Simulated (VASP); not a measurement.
# AlN (I-4m2) in VASP: single point with HSE06

Aim: the single point of AlN with HSE06.

Program: VASP 6.6.1. These are calculated values, not measurements. Logs are shortened: lines on timing, memory, paths and dates and some standing lists are left out, and cuts for length are marked.

## (1) The cell of the first run

Symmetry: I-4m2, No. 119, tetragonal system. Conventional cell: a = 3.019 Å, b = 3.019 Å, c = 4.370 Å, α = 90.00°, β = 90.00°, γ = 90.00°. Al (site symmetry -4m2) has 4 N at 1.86 Å within 2.5 Å. N (site symmetry -4m2) has 4 Al at 1.86 Å within 2.5 Å.

## (2) Single point, HSE06 (biaxial xy strain -2.3%)

POSCAR

```
AlN
1.0
    0.0000000000      2.1350612384      2.1848764208
    2.1350612384      0.0000000000      2.1848764208
    2.1350612384      2.1350612384      0.0000000000
Al N
1 1
Direct
    0.0000000000      0.0000000000      0.0000000000
    0.2500000000      0.2500000000      0.2500000000
```

INCAR.step1

```
SYSTEM = AlN
PREC     = Accurate       ! precision mode
ENCUT    = 520            ! plane-wave cutoff, eV
EDIFF    = 1E-5           ! SCF threshold, eV
ISMEAR   = 0              ! smearing method
SIGMA    = 0.01           ! smearing width, eV
LREAL    = .False.        ! projectors in reciprocal space
LASPH    = .True.         ! aspherical terms in the spheres
NELM     = 100            ! most SCF steps
ALGO     = Normal         ! electronic algorithm
ISIF     = 2              ! what is computed and relaxed
LWAVE    = .True.         ! write WAVECAR
LCHARG   = .False.        ! write CHGCAR
GGA      = PE             ! functional
NBANDS   = 11             ! bands
```

INCAR.step2

```
SYSTEM = AlN
PREC     = Accurate       ! precision mode
ENCUT    = 520            ! plane-wave cutoff, eV
EDIFF    = 1E-6           ! SCF threshold, eV
ISMEAR   = 0              ! smearing method
SIGMA    = 0.01           ! smearing width, eV
LREAL    = .False.        ! projectors in reciprocal space
LASPH    = .True.         ! aspherical terms in the spheres
NELM     = 100            ! most SCF steps
ALGO     = Normal         ! electronic algorithm
ISIF     = 2              ! what is computed and relaxed
LWAVE    = .False.        ! write WAVECAR
LCHARG   = .False.        ! write CHGCAR
GGA      = PE             ! functional
LHFCALC  = .True.         ! exact exchange
HFSCREEN = 0.2079         ! screening, 1/A
PRECFOCK = Normal       
ISTART   = 1            
NBANDS   = 11             ! bands
```

KPOINTS

```
Automatic mesh
0
Gamma
  8 8 8
  0 0 0
```

Potentials or basis: VASP PAW PBE potentials, release 64 (Al, N).

Launch:

```sh
> cat potpaw_PBE.64/Al/POTCAR potpaw_PBE.64/N/POTCAR > POTCAR
> cp INCAR.step1 INCAR
> mpirun -np 1 vasp_std > vasp.out
> cp INCAR.step2 INCAR
> mpirun -np 1 vasp_std > vasp.out
```

OUTCAR:

```text
SYSTEM = AlN
   PREC = Accurate
   ENCUT = 520
   EDIFF = 1E-6
   ISMEAR = 0
   LREAL = .False.
   LASPH = .True.
   NELM = 100
   ISIF = 2
   GGA = PE
   LHFCALC = .True.
   HFSCREEN = 0.2079
   PRECFOCK = Normal
   ISTART = 1

 ion  position               nearest neighbor table
   1  0.000  0.000  0.000-   2 1.86   2 1.86   2 1.86   2 1.86
   2  0.250  0.250  0.250-   1 1.86   1 1.86   1 1.86   1 1.86

  LATTYP: Found a body centered tetragonal cell.
 ALAT       =     3.0194325598
 C/A-ratio  =     1.4472099492

  Lattice vectors:

 A1 = (  -2.1350612384,   0.0000000000,   2.1848764208)
 A2 = (   2.1350612384,   0.0000000000,   2.1848764208)
 A3 = (   0.0000000000,   2.1350612384,  -2.1848764208)

Analysis of symmetry for initial positions (statically):
=====================================================================
 Subroutine PRICEL returns:
 Original cell was already a primitive cell.

 Routine SETGRP: Setting up the symmetry group for a
 body centered tetragonal supercell.

 Subroutine GETGRP returns: Found  8 space group operations
 (whereof  8 operations were pure point group operations)
 out of a pool of 16 trial point group operations.

The static configuration has the point symmetry D_2d.

Analysis of symmetry for dynamics (positions and initial velocities):
=====================================================================
 Subroutine PRICEL returns:
 Original cell was already a primitive cell.

 Routine SETGRP: Setting up the symmetry group for a
 body centered tetragonal supercell.

 Subroutine GETGRP returns: Found  8 space group operations
 (whereof  8 operations were pure point group operations)
 out of a pool of 16 trial point group operations.

The dynamic configuration has the point symmetry D_2d.

 Subroutine INISYM returns: Found  8 space group operations
 (whereof  8 operations are pure point group operations),
 and found     1 'primitive' translations

----------------------------------------------------------------------------------------

                                     Primitive cell

  volume of cell :      19.9195

  direct lattice vectors                    reciprocal lattice vectors
     0.000000000  2.135061238  2.184876421    -0.234185320  0.234185320  0.228845895
     2.135061238  0.000000000  2.184876421     0.234185320 -0.234185320  0.228845895
     2.135061238  2.135061238  0.000000000     0.234185320  0.234185320 -0.228845895

  length of vectors
     3.054860302  3.054860302  3.019432560     0.402561762  0.402561762  0.402561762

  position of ions in fractional coordinates (direct lattice)
     0.000000000  0.000000000  0.000000000
     0.250000000  0.250000000  0.250000000

  ion indices of the primitive-cell ions
   primitive index   ion index
                 1           1
                 2           2

----------------------------------------------------------------------------------------

 KPOINTS: Automatic mesh

Automatic generation of k-mesh.
 Grid dimensions read from file:
 generate k-points for:    8    8    8

 Generating k-lattice:

  Cartesian coordinates                     Fractional coordinates (reciprocal lattice)
    -0.029273165  0.029273165  0.028605737     0.125000000  0.000000000  0.000000000
     0.029273165 -0.029273165  0.028605737     0.000000000  0.125000000  0.000000000
     0.029273165  0.029273165 -0.028605737    -0.000000000 -0.000000000  0.125000000

  Length of vectors
     0.050320220  0.050320220  0.050320220

  Shift w.r.t. Gamma in fractional coordinates (k-lattice)
     0.000000000  0.000000000  0.000000000

 Subroutine IBZKPT returns following result:
 ===========================================

 Found     59 irreducible k-points:

 Following reciprocal coordinates:
            Coordinates               Weight
  0.000000  0.000000  0.000000      1.000000
  0.125000 -0.000000  0.000000      8.000000
  0.250000 -0.000000  0.000000      8.000000
  0.375000 -0.000000  0.000000      8.000000
  0.500000 -0.000000  0.000000      4.000000
  0.125000  0.125000  0.000000      2.000000
[... 16 lines left out ...]
  0.250000 -0.000000  0.125000     16.000000
  0.375000 -0.000000  0.125000     16.000000
 [... further k-points ...]
   k-points           NKPTS =     59   k-points in BZ     NKDIM =    512   number of bands    NBANDS=     11
   number of dos      NEDOS =    301   number of ions     NIONS =      2
   total plane-waves  NPLWV =  13824
   dimension x,y,z NGX =    24 NGY =   24 NGZ =   24
   dimension x,y,z NGXF=    48 NGYF=   48 NGZF=   48
   ions per type =               1   1
   NGX,Y,Z   is equivalent  to a cutoff of  13.06, 13.06, 13.21 a.u.
   NGXF,Y,Z  is equivalent  to a cutoff of  26.12, 26.12, 26.43 a.u.
 SYSTEM =  AlN
   PREC   = accura    normal or accurate (medium, high low for compatibility)
   ISTART =      1    job   : 0-new  1-cont  2-samecut
   ICHARG =      0    charge: 1-file 2-atom 10-const
   ISPIN  =      1    spin polarized calculation?
   LNONCOLLINEAR =      F non collinear calculations
   LSORBIT =      F    spin-orbit coupling
   LASPH  =      T    aspherical Exc in radial PAW
   ENCUT  =  520.0 eV  38.22 Ry    6.18 a.u.   5.68  5.68  5.61*2*pi/ulx,y,z
   NELM   =    100;   NELMIN=  2; NELMDL=  0     # of ELM steps
   EDIFF  = 0.1E-05   stopping-criterion for ELM
   LREAL  =      F    real-space projection
   EDIFFG = 0.1E-04   stopping-criterion for IOM
   NSW    =      0    number of steps for IOM
   IBRION =     -1    ionic relax: 0-MD 1-quasi-New 2-CG
   NFREE  =      0    steps in history (QN), initial steepest desc. (CG)
   ISIF   =      2    stress and relaxation
   ISYM   =      3    0-nonsym 1-usesym 2-fastsym
   POTIM  = 0.5000    time-step for ionic-motion
   TEBEG  =    0.0;   TEEND  =   0.0 temperature during run
   PSTRESS=    0.0 pullay stress
   NELECT =       8.0000    total number of electrons
   NUPDOWN=      -1.0000    fix difference up-down
   EMIN   =  10.00;   EMAX   =-10.00  energy-range for DOS
   EFERMI =   0.00;   METHOD = LEGACY
   ISMEAR =     0;   SIGMA  =   0.01  broadening in eV -4-tet -1-fermi 0-gaus
   EFERMI_NEDOS =   21; number of points for ismear=-14 and -15
   IALGO  =     38    algorithm
   IMIX   =      1    mixing-type and parameters
     AMIX     =   0.40;   BMIX     =  1.00
     AMIX_MAG =   1.60;   BMIX_MAG =  1.00
  volume/ion in A,a.u.               =       9.96        67.21
  Fermi-wavevector in a.u.,A,eV,Ry     =   1.207848  2.282502 19.849498  1.458897
  Thomas-Fermi vector in A             =   2.343474
   LORBIT       =      0    0 simple, 1 ext, 2 COOP (PROOUT), +10 PAW based schemes
   GGA     = PE    functional components
   LHFCALC =     T    Hartree Fock is set to
   PRECFOCK=normal    Normal, Fast or Accurate (Low or Medium for compatibility)
   ENCUT4O =  -1.0   cutoff for four orbital integrals eV
   NKREDX  =     1    reduce k-point grid by
   NKREDY  =     1    reduce k-point grid by
   NKREDZ  =     1    reduce k-point grid by
   AEXX    =    0.2500 exact exchange contribution
   HFSCREEN=    0.2079 screening length (either q_TF or 0.3 A-1)
   HFSCREENC=   0.2079 screening length for correlation (either q_TF or 0.3 A-1)
   ENCUTFOCK=  -1.0 apply spherical cutoff to Coloumb kernel
   IVDW    =     0    specifies the selected vdW correction
   LEPSILON=     F    determine dielectric tensor
   LRPA    =     F    only Hartree local field effects (RPA)
 non-spin polarized calculation
 Gauss-broadening in eV      SIGMA  =   0.01
  energy-cutoff  :      520.00
  volume of cell :       19.92
 maximum number of plane-waves:       552
  NGX = 18; NGY = 18; NGZ = 18

 number of electron       7.9999999 magnetization

 Free energy of the ion-electron system (eV)
  ---------------------------------------------------
  ext. energy  EPLUGINS =         0.00000000
  ---------------------------------------------------
  free energy    TOTEN  =       -17.36706745 eV

  energy without entropy =      -17.36706745  energy(sigma->0) =      -17.36706745

 E-fermi :   5.5874     XC(G=0):  -9.1677

 val. band max:        5.4966900368   @ k =   0.0000   0.0000   0.0000
 cond. band min:      10.0218167945   @ k =   0.5000   0.0000   0.5000
 fundamental gap:      4.5251267576
 Fermi energy:         5.5873648512

 k-point     1 :       0.0000    0.0000    0.0000
  band No.  band energies     occupation
      1     -11.2917      2.00000
      2       5.3920      2.00000
      3       5.4967      2.00000
      4       5.4967      2.00000
      5      11.4535      0.00000
      6      20.1773      0.00000
      7      20.1773      0.00000
      8      20.1987      0.00000
      9      25.0133      0.00000
     10      25.8626      0.00000
     11      26.3320      0.00000

 k-point     2 :       0.1250   -0.0000    0.0000
  band No.  band energies     occupation
      1     -11.0349      2.00000
      2       4.2100      2.00000
      3       5.3276      2.00000
      4       5.4207      2.00000
      5      12.4178      0.00000
      6      19.5886      0.00000
      7      20.3583      0.00000
      8      20.4159      0.00000
      9      23.4638      0.00000
     10      24.0475      0.00000
     11      25.8287      0.00000

 k-point     3 :       0.2500   -0.0000    0.0000
  band No.  band energies     occupation
      1     -10.3289      2.00000
      2       1.8765      2.00000
      3       5.1006      2.00000
      4       5.2490      2.00000
      5      13.8265      0.00000
      6      18.5377      0.00000
      7      19.7205      0.00000
      8      20.0663      0.00000
      9      23.9357      0.00000
     10      24.0320      0.00000
     11      25.0578      0.00000
[... 267 lines left out ...]
 k-point    23 :       0.2500   -0.0000    0.1250
  band No.  band energies     occupation
      1     -10.3839      2.00000
      2       2.5677      2.00000
      3       4.7512      2.00000
      4       4.9275      2.00000
      5      13.7020      0.00000
      6      18.5049      0.00000
      7      19.3224      0.00000
      8      20.7250      0.00000
      9      22.0032      0.00000
     10      25.7290      0.00000
     11      27.2203      0.00000

 k-point    24 :       0.3750   -0.0000    0.1250
  band No.  band energies     occupation
      1      -9.5347      2.00000
      2       0.5350      2.00000
      3       4.5197      2.00000
      4       4.6485      2.00000
      5      14.4023      0.00000
      6      17.2800      0.00000
      7      19.2747      0.00000
      8      19.9526      0.00000
      9      23.4905      0.00000
     10      27.0788      0.00000
     11      27.5911      0.00000

 [... further k-points ...]

------------------------ aborting loop because EDIFF is reached ----------------------------------------

  FORCE on cell =-STRESS in cart. coord.  units (eV):
  Direction    XX          YY          ZZ          XY          YZ          ZX
  --------------------------------------------------------------------------------------
  -------------------------------------------------------------------------------------
  Total        1.3563717      1.3563717      0.9273884      0.0000000     -0.0000000      0.0000000
  in kB      109.0967376    109.0967376     74.5924179      0.0000000     -0.0000000      0.0000000
  external PRESSURE =      97.5952977 kB  Pullay stress =       0.0000000 kB

 VOLUME and BASIS-vectors are now :
 -----------------------------------------------------------------------------
  energy-cutoff  :      520.00
  volume of cell :       19.92
      direct lattice vectors                 reciprocal lattice vectors
     0.000000000  2.135061238  2.184876421    -0.234185320  0.234185320  0.228845895
     2.135061238  0.000000000  2.184876421     0.234185320 -0.234185320  0.228845895
     2.135061238  2.135061238  0.000000000     0.234185320  0.234185320 -0.228845895

 POSITION                                       TOTAL-FORCE (eV/Angst)
 -----------------------------------------------------------------------------------
      0.00000      0.00000      0.00000        -0.000000     -0.000000     -0.000000
      1.06753      1.06753      1.09244         0.000000      0.000000      0.000000
 -----------------------------------------------------------------------------------
    total drift:                               -0.000000     -0.000000     -0.000000

  FREE ENERGIE OF THE ION-ELECTRON SYSTEM (eV)
  ---------------------------------------------------
  free  energy   TOTEN  =       -17.3670674521 eV

  energy  without entropy=      -17.3670674521  energy(sigma->0) =      -17.36706745
```

Run time: 51 min. Hardware: 1 thread of Oxide Virtual Turin-like, shared host; peak memory 0.22 GiB.

Results:

```
Free energy            : -17.3671 eV
Pressure               : 9.8 GPa
Band gap on the k mesh : 4.53 eV (least direct gap 5.96 eV)
```

Stress tensor (GPa, compression positive):
```
10.91  0.00  0.00
 0.00 10.91  0.00
 0.00  0.00  7.46
```

Levels at points of the mesh, in eV from the valence-band top:
| k point | band 2 | band 3 | band 4 | band 5 | band 6 | band 7 |
| --- | --- | --- | --- | --- | --- | --- |
| (0.00, 0.00, 0.00) | -0.10 | 0.00 | 0.00 | 5.96 | 14.68 | 14.68 |
| (0.50, 0.00, 0.00) | -6.59 | -0.68 | -0.47 | 9.26 | 11.94 | 12.84 |
| (0.50, 0.50, 0.00) | -5.68 | -1.90 | -1.90 | 4.64 | 10.58 | 16.44 |
| (0.50, 0.00, 0.50) | -5.44 | -2.11 | -2.11 | 4.53 | 10.22 | 16.88 |

Caveat: the cell differs from its parent crystal (biaxial xy strain -2.3%); the cell stands under pressure; the structure was generated, so it needn't be the stable form of AlN; the PAW data sets were made with another functional, which shifts forces and pressure a little. A k mesh can miss the band edges.
